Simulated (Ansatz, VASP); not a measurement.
# InP: VASP beside Ansatz

```
In P
1.0
     0.00000    2.95413    2.95413
     2.95413    0.00000    2.95413
     2.95413    2.95413    0.00000
In P
1 1
Direct
  0.00000 0.00000 0.00000
  0.75000 0.75000 0.75000
```

Alike in both runs: task single point; functional r2SCAN; k mesh 8 × 8 × 8; occupations fermi-dirac, width 0.01 eV; no spin polarisation.

```csv
,VASP,Ansatz
version,VASP 6.6.1,Ansatz 0.2.0
potentials or method,"VASP PAW PBE potentials, release 64 (In_d, P), cutoff 550 eV",plane-wave PAW DFT
valence electrons in the cell,18,18
```

|  | VASP | Ansatz | Ansatz less VASP |
| --- | --- | --- | --- |
| gap on the k mesh at the Fermi level (eV) | 1.03 | 1.02 | -0.008 |

VASP's potentials were made for PBE, not for r2SCAN. The functional is the same, so the differences come from potentials, cutoffs and numerics.
